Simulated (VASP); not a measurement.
# BAs (F-43m) in VASP: a series of runs

Runs on BAs. Level: PBE. Tasks: single point, relaxation of cell and atoms.

Everything below comes from runs of VASP 6.6.1. Logs are shortened: lines on timing, memory, paths and dates and some standing lists are left out, and cuts for length are marked.

## 1. The cell of the first run

The structure is cubic, space group F-43m (No. 216). Conventional cell: a = 4.809 Å, b = 4.809 Å, c = 4.809 Å, α = 90.00°, β = 90.00°, γ = 90.00°. B (site symmetry -43m) has 4 As at 2.08 Å within 2.8 Å. As (site symmetry -43m) has 4 B at 2.08 Å within 2.8 Å.

## 2. Single point, PBE

File INCAR:

```
SYSTEM = BAs
ALGO = Normal
EDIFF = 1E-6
ENCUT = 500
GGA = PE
GGA_COMPAT = .False.
ISIF = 2
ISMEAR = 0
LASPH = .True.
LCHARG = .False.
LREAL = .False.
LWAVE = .False.
NBANDS = 11
NELM = 120
PREC = Accurate
SIGMA = 0.01
```

File KPOINTS:

```
k-points
0
Gamma
  12 12 12
  0 0 0
```

File POSCAR:

```
BAs
1.0
    0.0000000000      2.4046158453      2.4046158453
    2.4046158453      0.0000000000      2.4046158453
    2.4046158453      2.4046158453      0.0000000000
B As
1 1
Direct
    0.0000000000      0.0000000000      0.0000000000
    0.2500000000      0.2500000000      0.2500000000
```

Potentials or basis: VASP PAW PBE potentials, release 64 (B, As).

On the command line:

```bash
cat potpaw_PBE.64/B/POTCAR potpaw_PBE.64/As/POTCAR > POTCAR
mpirun -np 1 vasp_std > vasp.out
```

OUTCAR:

```text
SYSTEM = BAs
   EDIFF = 1E-6
   ENCUT = 500
   GGA = PE
   ISIF = 2
   ISMEAR = 0
   LASPH = .True.
   LREAL = .False.
   NELM = 120
   PREC = Accurate

 ion  position               nearest neighbor table
   1  0.000  0.000  0.000-   2 2.08   2 2.08   2 2.08   2 2.08
   2  0.250  0.250  0.250-   1 2.08   1 2.08   1 2.08   1 2.08

  LATTYP: Found a face centered cubic cell.
 ALAT       =     4.8092316906

  Lattice vectors:

 A1 = (   0.0000000000,   2.4046158453,   2.4046158453)
 A2 = (   2.4046158453,   0.0000000000,   2.4046158453)
 A3 = (   2.4046158453,   2.4046158453,   0.0000000000)

Analysis of symmetry for initial positions (statically):
=====================================================================
 Subroutine PRICEL returns:
 Original cell was already a primitive cell.

 Routine SETGRP: Setting up the symmetry group for a
 face centered cubic supercell.

 Subroutine GETGRP returns: Found 24 space group operations
 (whereof 24 operations were pure point group operations)
 out of a pool of 48 trial point group operations.

The static configuration has the point symmetry T_d .

Analysis of symmetry for dynamics (positions and initial velocities):
=====================================================================
 Subroutine PRICEL returns:
 Original cell was already a primitive cell.

 Routine SETGRP: Setting up the symmetry group for a
 face centered cubic supercell.

 Subroutine GETGRP returns: Found 24 space group operations
 (whereof 24 operations were pure point group operations)
 out of a pool of 48 trial point group operations.

The dynamic configuration has the point symmetry T_d .

 Subroutine INISYM returns: Found 24 space group operations
 (whereof 24 operations are pure point group operations),
 and found     1 'primitive' translations

----------------------------------------------------------------------------------------

                                     Primitive cell

  volume of cell :      27.8078

  direct lattice vectors                    reciprocal lattice vectors
     0.000000000  2.404615845  2.404615845    -0.207933421  0.207933421  0.207933421
     2.404615845  0.000000000  2.404615845     0.207933421 -0.207933421  0.207933421
     2.404615845  2.404615845  0.000000000     0.207933421  0.207933421 -0.207933421

  length of vectors
     3.400640341  3.400640341  3.400640341     0.360151251  0.360151251  0.360151251

  position of ions in fractional coordinates (direct lattice)
     0.000000000  0.000000000  0.000000000
     0.250000000  0.250000000  0.250000000

  ion indices of the primitive-cell ions
   primitive index   ion index
                 1           1
                 2           2

----------------------------------------------------------------------------------------

 KPOINTS: k-points

Automatic generation of k-mesh.
 Grid dimensions read from file:
 generate k-points for:   12   12   12

 Generating k-lattice:

  Cartesian coordinates                     Fractional coordinates (reciprocal lattice)
    -0.017327785  0.017327785  0.017327785     0.083333333  0.000000000  0.000000000
     0.017327785 -0.017327785  0.017327785     0.000000000  0.083333333  0.000000000
     0.017327785  0.017327785 -0.017327785     0.000000000  0.000000000  0.083333333

  Length of vectors
     0.030012604  0.030012604  0.030012604

  Shift w.r.t. Gamma in fractional coordinates (k-lattice)
     0.000000000  0.000000000  0.000000000

 Subroutine IBZKPT returns following result:
 ===========================================

 Found     72 irreducible k-points:

 Following reciprocal coordinates:
            Coordinates               Weight
  0.000000  0.000000  0.000000      1.000000
  0.083333  0.000000  0.000000      8.000000
  0.166667  0.000000  0.000000      8.000000
  0.250000  0.000000  0.000000      8.000000
  0.333333  0.000000  0.000000      8.000000
  0.416667  0.000000  0.000000      8.000000
[... 16 lines left out ...]
  0.500000  0.166667  0.000000     24.000000
 -0.416667  0.166667  0.000000     24.000000
 [... further k-points ...]
   k-points           NKPTS =     72   k-points in BZ     NKDIM =     72   number of bands    NBANDS=     11
   number of dos      NEDOS =    301   number of ions     NIONS =      2
   total plane-waves  NPLWV =  21952
   dimension x,y,z NGX =    28 NGY =   28 NGZ =   28
   dimension x,y,z NGXF=    56 NGYF=   56 NGZF=   56
   ions per type =               1   1
   NGX,Y,Z   is equivalent  to a cutoff of  13.69, 13.69, 13.69 a.u.
   NGXF,Y,Z  is equivalent  to a cutoff of  27.38, 27.38, 27.38 a.u.
 SYSTEM =  BAs
   PREC   = accura    normal or accurate (medium, high low for compatibility)
   ISTART =      0    job   : 0-new  1-cont  2-samecut
   ICHARG =      2    charge: 1-file 2-atom 10-const
   ISPIN  =      1    spin polarized calculation?
   LNONCOLLINEAR =      F non collinear calculations
   LSORBIT =      F    spin-orbit coupling
   LASPH  =      T    aspherical Exc in radial PAW
   ENCUT  =  500.0 eV  36.75 Ry    6.06 a.u.   6.20  6.20  6.20*2*pi/ulx,y,z
   NELM   =    120;   NELMIN=  2; NELMDL= -5     # of ELM steps
   EDIFF  = 0.1E-05   stopping-criterion for ELM
   LREAL  =      F    real-space projection
   EDIFFG = 0.1E-04   stopping-criterion for IOM
   NSW    =      0    number of steps for IOM
   IBRION =     -1    ionic relax: 0-MD 1-quasi-New 2-CG
   NFREE  =      0    steps in history (QN), initial steepest desc. (CG)
   ISIF   =      2    stress and relaxation
   ISYM   =      2    0-nonsym 1-usesym 2-fastsym
   POTIM  = 0.5000    time-step for ionic-motion
   TEBEG  =    0.0;   TEEND  =   0.0 temperature during run
   PSTRESS=    0.0 pullay stress
   NELECT =       8.0000    total number of electrons
   NUPDOWN=      -1.0000    fix difference up-down
   EMIN   =  10.00;   EMAX   =-10.00  energy-range for DOS
   EFERMI =   0.00;   METHOD = LEGACY
   ISMEAR =     0;   SIGMA  =   0.01  broadening in eV -4-tet -1-fermi 0-gaus
   EFERMI_NEDOS =   21; number of points for ismear=-14 and -15
   IALGO  =     38    algorithm
   IMIX   =      4    mixing-type and parameters
     AMIX     =   0.40;   BMIX     =  1.00
     AMIX_MAG =   1.60;   BMIX_MAG =  1.00
  volume/ion in A,a.u.               =      13.90        93.83
  Fermi-wavevector in a.u.,A,eV,Ry     =   1.080726  2.042277 15.891193  1.167970
  Thomas-Fermi vector in A             =   2.216725
   LORBIT       =      0    0 simple, 1 ext, 2 COOP (PROOUT), +10 PAW based schemes
   GGA     = PE    functional components
   LHFCALC =     F    Hartree Fock is set to
   AEXX    =    0.0000 exact exchange contribution
   IVDW    =     0    specifies the selected vdW correction
   LEPSILON=     F    determine dielectric tensor
   LRPA    =     F    only Hartree local field effects (RPA)
 non-spin polarized calculation
 Gauss-broadening in eV      SIGMA  =   0.01
  energy-cutoff  :      500.00
  volume of cell :       27.81
 maximum number of plane-waves:       725
 NGX is ok and might be reduce to    28
   NGX = 13   NGY = 13   NGZ = 13

 number of electron       8.0000000 magnetization

 Free energy of the ion-electron system (eV)
  ---------------------------------------------------
  ext. energy  EPLUGINS =         0.00000000
  ---------------------------------------------------
  free energy    TOTEN  =       -11.41349227 eV

  energy without entropy =      -11.41349227  energy(sigma->0) =      -11.41349227

 E-fermi :   6.0379     XC(G=0): -10.4971

 val. band max:        5.9053804087   @ k =   0.0000   0.0000   0.0000
 cond. band min:       7.1097229643   @ k =   0.4167   0.4167   0.0000
 fundamental gap:      1.2043425555
 Fermi energy:         6.0379127094

 k-point     1 :       0.0000    0.0000    0.0000
  band No.  band energies     occupation
      1      -9.3133      2.00000
      2       5.9054      2.00000
      3       5.9054      2.00000
      4       5.9054      2.00000
      5       9.1569      0.00000
      6       9.1569      0.00000
      7       9.1569      0.00000
      8      10.3370      0.00000
      9      15.3913      0.00000
     10      18.7749      0.00000
     11      18.7749      0.00000

 k-point     2 :       0.0833    0.0000    0.0000
  band No.  band energies     occupation
      1      -9.2012      2.00000
      2       4.8743      2.00000
      3       5.6918      2.00000
      4       5.6918      2.00000
      5       9.2710      0.00000
      6       9.4383      0.00000
      7       9.4383      0.00000
      8      10.9996      0.00000
      9      15.8421      0.00000
     10      17.9303      0.00000
     11      17.9303      0.00000

 k-point     3 :       0.1667    0.0000    0.0000
  band No.  band energies     occupation
      1      -8.8690      2.00000
      2       2.9795      2.00000
      3       5.2385      2.00000
      4       5.2385      2.00000
      5       9.1132      0.00000
      6      10.0266      0.00000
      7      10.0266      0.00000
      8      12.3774      0.00000
      9      16.7888      0.00000
     10      17.1491      0.00000
     11      17.1491      0.00000

 k-point     4 :       0.2500    0.0000    0.0000
  band No.  band energies     occupation
      1      -8.3315      2.00000
      2       1.0297      2.00000
      3       4.7797      2.00000
      4       4.7797      2.00000
      5       8.8654      0.00000
      6      10.5129      0.00000
      7      10.5129      0.00000
      8      13.6605      0.00000
      9      17.0823      0.00000
     10      17.0823      0.00000
     11      17.0949      0.00000
[... 239 lines left out ...]
 k-point    22 :       0.4167    0.1667    0.0000
  band No.  band energies     occupation
      1      -7.0065      2.00000
      2      -1.0577      2.00000
      3       2.7551      2.00000
      4       3.3094      2.00000
      5       8.8115      0.00000
      6      11.3427      0.00000
      7      12.4880      0.00000
      8      12.8614      0.00000
      9      17.5582      0.00000
     10      19.6018      0.00000
     11      20.5670      0.00000

 k-point    23 :       0.5000    0.1667    0.0000
  band No.  band energies     occupation
      1      -6.3462      2.00000
      2      -2.1778      2.00000
      3       2.3044      2.00000
      4       3.3680      2.00000
      5       8.9154      0.00000
      6      11.3536      0.00000
      7      12.2150      0.00000
      8      14.1042      0.00000
      9      17.5103      0.00000
     10      20.2009      0.00000
     11      20.4784      0.00000

 k-point    24 :      -0.4167    0.1667    0.0000
  band No.  band energies     occupation
      1      -6.2229      2.00000
      2      -2.3600      2.00000
      3       2.0154      2.00000
      4       3.6101      2.00000
      5       9.0994      0.00000
      6      11.3614      0.00000
      7      11.8940      0.00000
      8      15.0117      0.00000
      9      17.3519      0.00000
     10      18.7009      0.00000
     11      20.2477      0.00000

 [... further k-points ...]
[... 5 lines left out ...]
  --------------------------------------------------------------------------------------
  -------------------------------------------------------------------------------------
  Total        0.1045567      0.1045567      0.1045567     -0.0000000     -0.0000000     -0.0000000
  in kB        6.0241423      6.0241423      6.0241423     -0.0000000     -0.0000000     -0.0000000
  external PRESSURE =       6.0241423 kB  Pullay stress =       0.0000000 kB

 VOLUME and BASIS-vectors are now :
 -----------------------------------------------------------------------------
  energy-cutoff  :      500.00
  volume of cell :       27.81
      direct lattice vectors                 reciprocal lattice vectors
     0.000000000  2.404615845  2.404615845    -0.207933421  0.207933421  0.207933421
     2.404615845  0.000000000  2.404615845     0.207933421 -0.207933421  0.207933421
     2.404615845  2.404615845  0.000000000     0.207933421  0.207933421 -0.207933421

 POSITION                                       TOTAL-FORCE (eV/Angst)
 -----------------------------------------------------------------------------------
      0.00000      0.00000      0.00000         0.000000      0.000000     -0.000000
      1.20231      1.20231      1.20231        -0.000000     -0.000000      0.000000
 -----------------------------------------------------------------------------------
    total drift:                               -0.000000     -0.000000     -0.000000

  FREE ENERGIE OF THE ION-ELECTRON SYSTEM (eV)
  ---------------------------------------------------
  free  energy   TOTEN  =       -11.4134922686 eV

  energy  without entropy=      -11.4134922686  energy(sigma->0) =      -11.41349227
```

It took 10 s on 1 thread of Intel Xeon 6975P-C (Granite Rapids), shared host; peak memory 0.16 GiB.

Results:

* Free energy: -11.4135 eV
* Pressure: 0.6 GPa
* Band gap on the k mesh: 1.20 eV, indirect (least direct gap 3.25 eV)

Levels at points of the mesh, in eV from the valence-band top:
| k point | band 2 | band 3 | band 4 | band 5 | band 6 | band 7 |
| --- | --- | --- | --- | --- | --- | --- |
| (0.00, 0.00, 0.00) | 0.00 | 0.00 | 0.00 | 3.25 | 3.25 | 3.25 |
| (0.50, 0.00, 0.00) | -8.64 | -1.79 | -1.79 | 2.57 | 4.76 | 4.76 |
| (0.50, 0.50, 0.00) | -8.42 | -4.00 | -4.00 | 1.45 | 1.46 | 11.17 |

## 3. Relaxation of cell and atoms, PBE

This run uses another cell than the first one, of 16.06 Å³/atom, 1.155 times its volume.

File INCAR:

```
SYSTEM = BAs
PREC = Accurate
ENCUT = 500
EDIFF = 1E-7
ISMEAR = 0
SIGMA = 0.2
LREAL = .False.
LASPH = .True.
NELM = 120
ALGO = Normal
ISIF = 3
LWAVE = .False.
LCHARG = .False.
GGA = PE
IBRION = 2
NSW = 36
EDIFFG = -0.08
GGA_COMPAT = .False.
NELMIN = 4
```

File KPOINTS:

```
Automatic mesh
0
Gamma
  7 7 7
  0 0 0
```

File POSCAR:

```
BAs
1.0
    0.0000000000      2.5228337200      2.5228337200
    2.5228337200      0.0000000000      2.5228337200
    2.5228337200      2.5228337200      0.0000000000
B As
1 1
Direct
    0.0000000000      0.0000000000      0.0000000000
    0.7500000000      0.7500000000      0.7500000000
```

Potentials or basis: VASP PAW PBE potentials, release 64 (B, As).

On the command line:

```bash
cat potpaw_PBE.64/B/POTCAR potpaw_PBE.64/As/POTCAR > POTCAR
mpirun -np 1 vasp_std > vasp.out
```

OUTCAR:

```text
SYSTEM = BAs
   PREC = Accurate
   ENCUT = 500
   EDIFF = 1E-7
   ISMEAR = 0
   LREAL = .False.
   LASPH = .True.
   NELM = 120
   ISIF = 3
   GGA = PE
   IBRION = 2
   NSW = 36
   EDIFFG = -0.08
   NELMIN = 4

 ion  position               nearest neighbor table
   1  0.000  0.000  0.000-   2 2.18   2 2.18   2 2.18   2 2.18
   2  0.750  0.750  0.750-   1 2.18   1 2.18   1 2.18   1 2.18

  LATTYP: Found a face centered cubic cell.
 ALAT       =     5.0456674400

  Lattice vectors:

 A1 = (   0.0000000000,   2.5228337200,   2.5228337200)
 A2 = (   2.5228337200,   0.0000000000,   2.5228337200)
 A3 = (   2.5228337200,   2.5228337200,   0.0000000000)

Analysis of symmetry for initial positions (statically):
=====================================================================
 Subroutine PRICEL returns:
 Original cell was already a primitive cell.

 Routine SETGRP: Setting up the symmetry group for a
 face centered cubic supercell.

 Subroutine GETGRP returns: Found 24 space group operations
 (whereof 24 operations were pure point group operations)
 out of a pool of 48 trial point group operations.

The static configuration has the point symmetry T_d .

Analysis of symmetry for dynamics (positions and initial velocities):
=====================================================================
 Subroutine PRICEL returns:
 Original cell was already a primitive cell.
[... 140 lines left out ...]
 NGX is ok and might be reduce to    28
   NGX = 13   NGY = 13   NGZ = 13

--------------------------------------- Ionic step        1  -------------------------------------------

 number of electron       8.0000000 magnetization

 Free energy of the ion-electron system (eV)
  ---------------------------------------------------
  ext. energy  EPLUGINS =         0.00000000
  ---------------------------------------------------
  free energy    TOTEN  =       -11.20558806 eV

  energy without entropy =      -11.20558803  energy(sigma->0) =      -11.20558805

 E-fermi :   5.1057     XC(G=0):  -9.8849

 val. band max:        4.4387431409   @ k =   0.0000   0.0000   0.0000
 cond. band min:       5.7922717271   @ k =   0.4286   0.4286   0.0000
 fundamental gap:      1.3535285863
 Fermi energy:         5.1057257175

 k-point     1 :       0.0000    0.0000    0.0000
  band No.  band energies     occupation
      1      -9.5733      2.00000
      2       4.4387      2.00000
      3       4.4387      2.00000
      4       4.4387      2.00000
      5       7.1551      0.00000
      6       7.5243      0.00000
      7       7.5243      0.00000
      8       7.5243      0.00000
[... 278 lines left out ...]
--------------------------------------- Ionic step        3  -------------------------------------------

 number of electron       8.0000000 magnetization

 Free energy of the ion-electron system (eV)
  ---------------------------------------------------
  ext. energy  EPLUGINS =         0.00000000
  ---------------------------------------------------
  free energy    TOTEN  =       -11.40787333 eV

  energy without entropy =      -11.40787308  energy(sigma->0) =      -11.40787320

 E-fermi :   6.4572     XC(G=0): -10.4755

 val. band max:        5.8566426286   @ k =   0.0000   0.0000   0.0000
 cond. band min:       7.0794330837   @ k =   0.4286   0.4286   0.0000
 fundamental gap:      1.2227904551
 Fermi energy:         6.4572202784

 k-point     1 :       0.0000    0.0000    0.0000
  band No.  band energies     occupation
      1      -9.3204      2.00000
      2       5.8566      1.99998
      3       5.8566      1.99998
      4       5.8566      1.99998
      5       9.1013      0.00000
      6       9.1013      0.00000
      7       9.1013      0.00000
      8      10.2298      0.00000
[... 236 lines left out ...]
  FREE ENERGIE OF THE ION-ELECTRON SYSTEM (eV)
  ---------------------------------------------------
  free  energy   TOTEN  =       -11.4078733264 eV

  energy  without entropy=      -11.4078730831  energy(sigma->0) =      -11.40787320

 reached required accuracy - stopping structural energy minimisation
```

OSZICAR:

```text
N       E                     dE             d eps       ncg     rms          rms(c)
DAV:   1     0.132673174694E+02    0.13267E+02   -0.37588E+03   320   0.844E+02
DAV:   2    -0.112209394994E+02   -0.24488E+02   -0.23332E+02   528   0.100E+02
DAV:   3    -0.115758366683E+02   -0.35490E+00   -0.35490E+00   320   0.168E+01
[... 27 lines left out ...]
DAV:   5    -0.114078725981E+02    0.35893E-04   -0.82314E-05   384   0.614E-02    0.499E-02
DAV:   6    -0.114078729892E+02   -0.39106E-06   -0.68814E-06   344   0.184E-02    0.144E-03
DAV:   7    -0.114078731482E+02   -0.15899E-06   -0.37937E-07   424   0.413E-03    0.159E-03
DAV:   8    -0.114078733572E+02   -0.20898E-06   -0.71421E-08   312   0.212E-03    0.629E-04
DAV:   9    -0.114078733264E+02    0.30736E-07   -0.78859E-10   160   0.238E-04
   3 F= -.11407873E+02 E0= -.11407873E+02  d E =-.202285E+00
```

It took 9.7 s on 1 thread of Intel Xeon 6975P-C (Granite Rapids), shared host; peak memory 0.16 GiB.

What came out:

- Free energy: -11.4079 eV
- Relaxed volume: 13.97 Å³/atom
- Relaxed cell: a = 3.406 Å, b = 3.406 Å, c = 3.406 Å, α = 60.00°, β = 60.00°, γ = 60.00°
- Space group after relaxing (to 0.05 Å): F-43m (No. 216)
- Energy gained by relaxing: 101.1 meV/atom
- Ionic steps: 3
- Pressure after relaxing: 0.0 GPa
- Band gap on the k mesh: 1.22 eV, indirect (least direct gap 3.24 eV)

The path:
```csv
step,energy change (eV),largest force (eV/Å),pressure (GPa),volume (Å³)
1,0.0000,0.0000,-13.71,32.11
2,-0.1493,0.0000,10.04,26.14
3,-0.2023,0.0000,-0.02,27.94
```

Final structure:
```
CELL_PARAMETERS angstrom
0.00000 2.40838 2.40838
2.40838 0.00000 2.40838
2.40838 2.40838 0.00000
ATOMIC_POSITIONS crystal
B 0.00000 0.00000 0.00000
As 0.75000 0.75000 0.75000
```

(Part 1 of 2 ends here.)
